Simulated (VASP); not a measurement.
Set up this calculation in VASP 6.6.1, as the native input.

| Item | Value |
| --- | --- |
| Task | single point |
| Functional | r2SCAN |
| Potentials or basis | VASP PAW PBE potentials, release 64 (Ir) |
| Cutoff | 520 eV |
| k mesh | 18 × 18 × 10 |
| Occupations | gaussian, width 0.05 eV |
| Spin | no spin polarisation |
| Dipole correction | no |
| Further INCAR settings | ALGO = Normal; EDIFF = 1e-07; NBANDS = 16 |

Ir:

```
CELL_PARAMETERS angstrom
2.75015 0.00000 0.00000
-1.37507 2.38170 0.00000
0.00000 0.00000 4.45185
ATOMIC_POSITIONS crystal
Ir 0.33333 0.66667 0.75000
Ir 0.66667 0.33333 0.25000
```

One way to write it, as run:

POSCAR

```
Ir
1.0
    2.7501450646      0.0000000000      0.0000000000
   -1.3750725323      2.3816954901      0.0000000000
    0.0000000000      0.0000000000      4.4518479355
Ir
2
Direct
    0.3333333333      0.6666666667      0.7500000000
    0.6666666667      0.3333333333      0.2500000000
```

INCAR.step1

```
PREC = Accurate ; ENCUT = 520
ISMEAR = 0 ; SIGMA = 0.05
LREAL = F ; LASPH = T
NELM = 60 ; NBANDS = 16
GGA = PE ; ALGO = Normal
EDIFF = 1E-4 ; LWAVE = T
LCHARG = F
```

INCAR.step2

```
PREC = Accurate ; ENCUT = 520
EDIFF = 1E-7 ; ISMEAR = 0
SIGMA = 0.05 ; LREAL = F
LASPH = T ; NELM = 60
ALGO = Normal ; ISIF = 2
LWAVE = F ; LCHARG = F
METAGGA = R2SCAN ; LMIXTAU = T
NBANDS = 16 ; ISTART = 1
```

KPOINTS

```
regular mesh
0
Gamma
  18 18 10
```

Potentials or basis: VASP PAW PBE potentials, release 64 (Ir).

The run is started by

```console
$ cat potpaw_PBE.64/Ir/POTCAR > POTCAR
$ cp INCAR.step1 INCAR
$ mpirun -np 1 vasp_std > vasp.out
$ cp INCAR.step2 INCAR
$ mpirun -np 1 vasp_std > vasp.out
```

Results of the run:

```
Pressure               : -5.6 GPa
Band gap on the k mesh : zero (band 9 reaches 10.73 eV, above the bottom of band 10 at 7.45 eV)
```

Caveat: the PAW data sets were made with another functional, which shifts forces and pressure a little; spin-orbit coupling is left out, which moves the levels of the heavy elements.

It took 2.6 min on 1 thread of Intel(R) Xeon(R) 6975P-C (Granite Rapids) (shared host), peak memory 0.21 GiB.
